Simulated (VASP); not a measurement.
Wanted: the native input for a VASP 6.6.1 run.

* Task: single point
* Functional: r2SCAN
* Potentials or basis: VASP PAW PBE potentials, release 64 (Zr_sv, Ti_sv, Si)
* Cutoff: 520 eV
* k mesh: 6 × 6 × 8
* Occupations: gaussian, width 0.1 eV
* Spin: no spin polarisation
* Dipole correction: no
* Further INCAR settings: ALGO = Normal; EDIFF = 1e-06; NBANDS = 52

The system is Zr3TiSi8.

```
Zr Ti Si
1.0
     4.30156   -4.44626    0.00000
     4.30156    4.44626    0.00000
     0.00000    0.00000    5.03941
Zr Ti Si
3 1 8
Direct
  0.50000 0.50000 0.00000
  0.00000 0.50000 0.24848
  0.50000 0.00000 0.75152
  0.00000 0.00000 0.50000
  0.84714 0.84714 0.00000
  0.33897 0.33897 0.50000
  0.15286 0.15286 0.00000
  0.66103 0.66103 0.50000
  0.66447 0.15236 0.25510
  0.15236 0.66447 0.74490
  0.33553 0.84764 0.25510
  0.84764 0.33553 0.74490
```

The input as run:

POSCAR

```
Zr3TiSi8
1.0
    4.3015641130     -4.4462632559      0.0000000000
    4.3015641130      4.4462632559      0.0000000000
    0.0000000000      0.0000000000      5.0394123805
Zr Ti Si
3 1 8
Direct
    0.5000000000      0.5000000000      0.0000000000
    0.0000000000      0.5000000000      0.2484824423
    0.5000000000      0.0000000000      0.7515175577
    0.0000000000      0.0000000000      0.5000000000
    0.8471411259      0.8471411259      0.0000000000
    0.3389681242      0.3389681242      0.5000000000
    0.1528588741      0.1528588741      0.0000000000
    0.6610318758      0.6610318758      0.5000000000
    0.6644694377      0.1523605435      0.2551042386
    0.1523605435      0.6644694377      0.7448957614
    0.3355305623      0.8476394565      0.2551042386
    0.8476394565      0.3355305623      0.7448957614
```

INCAR.step1

```
SYSTEM = Zr3TiSi8
PREC = Accurate ; ENCUT = 520
ISMEAR = 0 ; SIGMA = 0.1
LREAL = .FALSE. ; LASPH = .TRUE.
NELM = 100 ; NBANDS = 52
GGA = PE ; ALGO = Normal
EDIFF = 1E-4 ; LWAVE = .TRUE.
LCHARG = .FALSE.
```

INCAR.step2

```
SYSTEM = Zr3TiSi8
PREC = Accurate ; ENCUT = 520
EDIFF = 1E-6 ; ISMEAR = 0
SIGMA = 0.1 ; LREAL = .FALSE.
LASPH = .TRUE. ; NELM = 100
ALGO = Normal ; ISIF = 2
LWAVE = .FALSE. ; LCHARG = .FALSE.
METAGGA = R2SCAN ; LMIXTAU = .TRUE.
NBANDS = 52 ; ISTART = 1
```

KPOINTS

```
Automatic mesh
0
G
  6 6 8
  0 0 0
```

Potentials or basis: VASP PAW PBE potentials, release 64 (Zr_sv, Ti_sv, Si).

Run with:

```bash
$ cat potpaw_PBE.64/Zr_sv/POTCAR potpaw_PBE.64/Ti_sv/POTCAR potpaw_PBE.64/Si/POTCAR > POTCAR
$ cp INCAR.step1 INCAR
$ mpirun -np 1 vasp_std > vasp.out
$ cp INCAR.step2 INCAR
$ mpirun -np 1 vasp_std > vasp.out
```

Results of the run:

```json
{"Pressure": "-1.0 GPa", "Largest force": "0.081 eV/Å", "Band gap on the k mesh": "zero (bands 40 and 41 overlap by 1.29 eV)"}
```

Caveat: the PAW data sets were made with another functional, which shifts forces and pressure a little.

Wall time 41 min on 1 thread of Oxide Virtual Turin-like Processor, with other jobs on the host, peak memory 0.66 GiB.
